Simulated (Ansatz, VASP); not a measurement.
**CaS in VASP and in Ansatz**

POSCAR

```
CaS
1.0
    0.0000000000      2.8479357442      2.8479357442
    2.8479357442      0.0000000000      2.8479357442
    2.8479357442      2.8479357442      0.0000000000
Ca S
1 1
Direct
    0.0000000000      0.0000000000      0.0000000000
    0.5000000000      0.5000000000      0.5000000000
```

File INCAR.step1:

```
ALGO     = Normal         # electronic algorithm
EDIFF    = 1E-5           # SCF threshold, eV
ENCUT    = 550            # plane-wave cutoff, eV
GGA      = PE             # functional
GGA_COMPAT= False        
ISMEAR   = 0              # smearing method
LASPH    = True           # aspherical terms in the spheres
LCHARG   = False          # write CHGCAR
LREAL    = False          # projectors in reciprocal space
LWAVE    = True           # write WAVECAR
NBANDS   = 15             # bands
NELM     = 120            # most SCF steps
PREC     = Accurate       # precision mode
SIGMA    = 0.01           # smearing width, eV
```

Contents of INCAR.step2:

```
ALGO     = Normal         # electronic algorithm
EDIFF    = 1E-6           # SCF threshold, eV
ENCUT    = 550            # plane-wave cutoff, eV
GGA_COMPAT= False        
ISIF     = 2              # what is computed and relaxed
ISMEAR   = 0              # smearing method
ISTART   = 1            
LASPH    = True           # aspherical terms in the spheres
LCHARG   = True           # write CHGCAR
LELF     = True           # ELF
LMIXTAU  = True         
LREAL    = False          # projectors in reciprocal space
LVHAR    = True         
LWAVE    = False          # write WAVECAR
METAGGA  = R2SCAN         # meta-GGA
NBANDS   = 15             # bands
NELM     = 120            # most SCF steps
PREC     = Accurate       # precision mode
SIGMA    = 0.01           # smearing width, eV
```

The input KPOINTS:

```
k-points
0
Gamma
  8 8 8
```

Input for Ansatz:

```yaml
crystal:
  lattice:
    - [0.0, 2.8479357442, 2.8479357442]
    - [2.8479357442, 0.0, 2.8479357442]
    - [2.8479357442, 2.8479357442, 0.0]
  atoms:
    - { symbol: Ca, position: [0.0, 0.0, 0.0] }
    - { symbol: S, position: [0.5, 0.5, 0.5] }
kpoints:
  mp_grid: { grid: [8, 8, 8] }
  band_path:
    path:
      - [0.0, 0.0, 0.0]
      - [0.5, 0.0, 0.5]
      - [0.625, 0.25, 0.625]
      - [0.375, 0.375, 0.75]
      - [0.5, 0.5, 0.5]
      - [0.5, 0.25, 0.75]
      - [0.0, 0.5, 0.5]
    npoints: 1
hamiltonian:
  xc: r2scan
scf:
  occupations: { method: fixed }
  n_extra_bands: 4
output:
  forces: true
  stress: true
  eigenvalues: true
```

Alike in both runs: task single point; functional r2SCAN; k mesh 8 × 8 × 8; no spin polarisation.

```csv
,VASP,Ansatz
version,VASP 6.6.1,Ansatz 0.2.0
potentials or method,"VASP PAW PBE potentials, release 64 (Ca_sv, S)","plane waves, PAW"
plane-wave cutoff (eV),550,500
occupations,"gaussian, width 0.01 eV",fixed
valence electrons in the cell,16,16
```

Ansatz gave:

| Property | Result |
| --- | --- |
| gap on the k mesh at the Fermi level (eV) | 2.80 |
| pressure (GPa) | 0.0 |

Question: Which values does VASP return?

Answer: gap on the k mesh at the Fermi level (eV): 2.80; pressure (GPa): 0.3.

VASP's potentials were made for PBE, not for r2SCAN.
